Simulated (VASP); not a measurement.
# Pt: single point with LDA

Pt:

```
CELL_PARAMETERS angstrom
-1.50895 1.50895 1.50895
1.50895 -1.50895 1.50895
1.50895 1.50895 -1.50895
ATOMIC_POSITIONS crystal
Pt 0.00000 0.00000 0.00000
```

This cell differs from its parent crystal: volume scaled by 0.92.

```
Program                : VASP 6.6.1
Task                   : single point
Functional             : LDA
Potentials or basis    : VASP PAW LDA potentials, release 64 (Pt)
Cutoff                 : 520 eV
k mesh                 : 16 × 16 × 16
Occupations            : fermi-dirac, width 0.1 eV
Spin                   : no spin polarisation
Dipole correction      : no
Further INCAR settings : ALGO = Normal; EDIFF = 1e-06; NBANDS = 11
```

The pressure is 31.7 GPa and the band gap on the k mesh is zero (band 5 reaches 14.05 eV, above the bottom of band 6 at 11.34 eV).

Levels at points of the mesh, in eV from the Fermi level:
| k point | band 3 | band 4 | band 5 | band 6 | band 7 | band 8 |
| --- | --- | --- | --- | --- | --- | --- |
| (0.00, 0.00, 0.00) | -4.37 | -4.37 | -1.27 | -1.27 | 16.90 | 16.90 |
| (0.50, 0.00, 0.00) | -1.46 | -0.81 | -0.20 | 1.36 | 7.58 | 13.14 |
| (0.50, 0.50, 0.50) | 0.68 | 0.68 | 0.68 | 7.94 | 7.94 | 7.94 |

Run time: 6.4 s on 1 thread of Intel(R) Xeon(R) 6975P-C (Granite Rapids) (shared host), peak memory 0.13 GiB.

Caveat: spin-orbit coupling is left out, which moves the levels of the heavy elements.
